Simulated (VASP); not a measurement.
# Sb (I4/mmm) in VASP: further runs, part 2 of 2

VASP 6.6.1. Earlier steps stand in the parts before.

## Step 5: Single point, r2SCAN

Contents of POSCAR:

```
Sb
1.0
   -1.5765401800      1.5765401800      2.7119384300
    1.5765401800     -1.5765401800      2.7119384300
    1.5765401800      1.5765401800     -2.7119384300
Sb
1
Direct
    0.0000000000      0.0000000000      0.0000000000
```

Contents of INCAR.step1:

```
SYSTEM = Sb
PREC = Accurate
ENCUT = 520
ISMEAR = -1
SIGMA = 0.01
LREAL = .FALSE.
LASPH = .TRUE.
NELM = 100
NBANDS = 8
GGA = PE
ALGO = Normal
EDIFF = 1E-4
LWAVE = .TRUE.
LCHARG = .FALSE.
```

Contents of INCAR.step2:

```
SYSTEM = Sb
PREC = Accurate
ENCUT = 520
EDIFF = 1E-7
ISMEAR = -1
SIGMA = 0.01
LREAL = .FALSE.
LASPH = .TRUE.
NELM = 100
ALGO = Normal
ISIF = 2
LWAVE = .FALSE.
LCHARG = .FALSE.
METAGGA = R2SCAN
LMIXTAU = .TRUE.
NBANDS = 8
ISTART = 1
```

Contents of KPOINTS:

```
Automatic mesh
0
G
  12 12 12
  0 0 0
```

Potentials or basis: VASP PAW PBE potentials, release 64 (Sb).

Run with:

```bash
$ cat potpaw_PBE.64/Sb/POTCAR > POTCAR
$ cp INCAR.step1 INCAR
$ mpirun -np 1 vasp_std > vasp.out
$ cp INCAR.step2 INCAR
$ mpirun -np 1 vasp_std > vasp.out
```

OUTCAR:

```text
SYSTEM = Sb
   PREC = Accurate
   ENCUT = 520
   EDIFF = 1E-7
   ISMEAR = -1
   LREAL = .FALSE.
   LASPH = .TRUE.
   NELM = 100
   ISIF = 2
   METAGGA = R2SCAN
   ISTART = 1

 ion  position               nearest neighbor table
   1  0.000  0.000  0.000-

  LATTYP: Found a body centered tetragonal cell.
 ALAT       =     3.1530803600
 C/A-ratio  =     1.7201835160

  Lattice vectors:

 A1 = (  -1.5765401800,   1.5765401800,   2.7119384300)
 A2 = (   1.5765401800,  -1.5765401800,   2.7119384300)
 A3 = (   1.5765401800,   1.5765401800,  -2.7119384300)

Analysis of symmetry for initial positions (statically):
=====================================================================
 Subroutine PRICEL returns:
 Original cell was already a primitive cell.

 Routine SETGRP: Setting up the symmetry group for a
 body centered tetragonal supercell.

 Subroutine GETGRP returns: Found 16 space group operations
 (whereof 16 operations were pure point group operations)
 out of a pool of 16 trial point group operations.

The static configuration has the point symmetry D_4h.

Analysis of symmetry for dynamics (positions and initial velocities):
=====================================================================
 Subroutine PRICEL returns:
 Original cell was already a primitive cell.

 Routine SETGRP: Setting up the symmetry group for a
 body centered tetragonal supercell.

 Subroutine GETGRP returns: Found 16 space group operations
 (whereof 16 operations were pure point group operations)
 out of a pool of 16 trial point group operations.

The dynamic configuration has the point symmetry D_4h.

 Subroutine INISYM returns: Found 16 space group operations
 (whereof 16 operations are pure point group operations),
 and found     1 'primitive' translations

----------------------------------------------------------------------------------------

                                     Primitive cell

[... 109 lines left out ...]
  volume/ion in A,a.u.               =      26.96       181.95
  Fermi-wavevector in a.u.,A,eV,Ry     =   0.933573  1.764197 11.858269  0.871558
  Thomas-Fermi vector in A             =   2.060288
   LORBIT       =      0    0 simple, 1 ext, 2 COOP (PROOUT), +10 PAW based schemes
   METAGGA = R2SCAN    functional components
   LHFCALC =     F    Hartree Fock is set to
   AEXX    =    0.0000 exact exchange contribution
   IVDW    =     0    specifies the selected vdW correction
   LEPSILON=     F    determine dielectric tensor
   LRPA    =     F    only Hartree local field effects (RPA)
 non-spin polarized calculation
  energy-cutoff  :      520.00
  volume of cell :       26.96
 maximum number of plane-waves:       748
 NGX is ok and might be reduce to    28
   NGX = 13   NGY = 13   NGZ = 13

 number of electron       5.0000000 magnetization

 Free energy of the ion-electron system (eV)
  ---------------------------------------------------
  ext. energy  EPLUGINS =         0.00000000
  ---------------------------------------------------
  free energy    TOTEN  =       -25.26859830 eV

  energy without entropy =      -25.26825948  energy(sigma->0) =      -25.26842889

 E-fermi :   8.4959     XC(G=0): -10.7853

 val. band max:        8.4380838469   @ k =  -0.4167  -0.4167   0.2500
 cond. band min:       8.4961071827   @ k =   0.3333   0.1667   0.0833
 fundamental gap:      0.0580233358
 Fermi energy:         8.4958712936

 k-point     1 :       0.0000    0.0000    0.0000
  band No.  band energies     occupation
      1      -5.1290      2.00000
      2      13.3248      0.00000
      3      14.2048      0.00000
      4      14.2048      0.00000
      5      18.1778      0.00000
      6      19.6803      0.00000
      7      19.7428      0.00000
      8      19.7428      0.00000
[... 243 lines left out ...]
 k-point    24 :      -0.4167    0.1667    0.0000
  band No.  band energies     occupation
      1      -1.7325      2.00000
      2       4.6749      2.00000
      3       9.7993      0.00000
      4      11.4220      0.00000
      5      15.5401      0.00000
      6      17.4292      0.00000
      7      19.5876      0.00000
      8      22.9401      0.00000

 [... further k-points ...]

------------------------ aborting loop because EDIFF is reached ----------------------------------------

  FORCE on cell =-STRESS in cart. coord.  units (eV):
  Direction    XX          YY          ZZ          XY          YZ          ZX
  --------------------------------------------------------------------------------------
  -------------------------------------------------------------------------------------
  Total        0.1380678      0.1380678      0.2919676      0.0000000     -0.0000000      0.0000000
  in kB        8.2045156      8.2045156     17.3498332      0.0000000     -0.0000000      0.0000000
  external PRESSURE =      11.2529548 kB  Pullay stress =       0.0000000 kB

 VOLUME and BASIS-vectors are now :
 -----------------------------------------------------------------------------
  energy-cutoff  :      520.00
  volume of cell :       26.96
      direct lattice vectors                 reciprocal lattice vectors
    -1.576540180  1.576540180  2.711938430     0.000000000  0.317150179  0.184369967
     1.576540180 -1.576540180  2.711938430     0.317150179  0.000000000  0.184369967
     1.576540180  1.576540180 -2.711938430     0.317150179  0.317150179  0.000000000

 POSITION                                       TOTAL-FORCE (eV/Angst)
 -----------------------------------------------------------------------------------
      0.00000      0.00000      0.00000         0.000000      0.000000      0.000000
 -----------------------------------------------------------------------------------
    total drift:                               -0.000000     -0.000000      0.000000

  FREE ENERGIE OF THE ION-ELECTRON SYSTEM (eV)
  ---------------------------------------------------
  free  energy   TOTEN  =       -25.2685982960 eV

  energy  without entropy=      -25.2682594811  energy(sigma->0) =      -25.26842889
```

It took 86 s on 1 thread of Intel Xeon Platinum 8559C (Emerald Rapids), shared host; peak memory 0.19 GiB.

What came out:

```yaml
Free_energy: -25.2686 eV
Pressure: 1.1 GPa
```

Caveat: the PAW data sets were made with another functional, which shifts forces and pressure a little; spin-orbit coupling is left out, which moves the levels of the heavy elements.

## Step 6: The runs side by side

| k mesh | gap on the mesh (eV) | pressure (GPa) |
| --- | --- | --- |
| 6 × 6 × 6 | none | 0.9 |
| 8 × 8 × 8 | none | 0.9 |
| 10 × 10 × 10 | none | 1.3 |
| 12 × 12 × 12 | none | 1.1 |

Alike in all rows: task single point; level r2SCAN; potentials or basis VASP PAW PBE potentials, release 64 (Sb); no spin polarisation; cell as given; cutoff (eV) 520; smearing fermi-dirac 0.01 eV.

Caveats: some runs use coarse meshes; the PAW data sets were made with another functional, which shifts forces and pressure a little; spin-orbit coupling is left out, which moves the levels of the heavy elements.

Total energies depend on the potentials used, so only differences within one code and one set of settings carry meaning.
